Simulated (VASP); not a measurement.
The system is SnSe.

```
Sn Se
1.0
     2.15500   -5.85250    0.00000
     2.15500    5.85250    0.00000
     0.00000    0.00000    4.31800
Sn Se
2 2
Direct
  0.88000 0.12000 0.25000
  0.12000 0.88000 0.75000
  0.64400 0.35600 0.25000
  0.35600 0.64400 0.75000
```

* Program: VASP 6.6.1
* Task: relaxation of the atoms
* Functional: PBE
* Dispersion: D3(BJ)
* Potentials or basis: VASP PAW PBE potentials, release 64 (Sn_d, Se)
* Cutoff: 520 eV
* k mesh: 10 × 10 × 8
* Occupations: gaussian, width 0.01 eV
* Spin: no spin polarisation

At the start: pressure -2.6 GPa; volume 27.23 Å³/atom.

Problem. How do energy, volume and symmetry change on relaxing?

Solution. Over 9 steps the energy falls by 4.1 meV/atom at a fixed cell; space group Cmcm (No. 63, to 0.1 Å) before and after.

Step by step:
| step | energy change (eV) | largest force (eV/Å) | pressure (GPa) |
| --- | --- | --- | --- |
| 1 | 0.0000 | 0.2560 | -2.63 |
| 2 | -0.0056 | 0.1827 | -2.43 |
| 3 | -0.0102 | 0.1062 | -2.02 |
| 4 | -0.0102 | 0.1157 | -1.98 |
| 5 | -0.0119 | 0.0968 | -1.98 |
| 6 | -0.0155 | 0.0415 | -1.97 |
| 7 | -0.0149 | 0.0680 | -1.95 |
| 8 | -0.0165 | 0.0103 | -1.97 |
| 9 | -0.0165 | 0.0027 | -1.93 |

Final structure:
```yaml
crystal:
  lattice:
    - [2.15500, -5.85250, 0.00000]
    - [2.15500, 5.85250, 0.00000]
    - [0.00000, 0.00000, 4.31800]
  atoms:
    - { symbol: Sn, position: [0.87366, 0.12634, 0.25000] }
    - { symbol: Sn, position: [0.12634, 0.87366, 0.75000] }
    - { symbol: Se, position: [0.64073, 0.35927, 0.25000] }
    - { symbol: Se, position: [0.35927, 0.64073, 0.75000] }
```
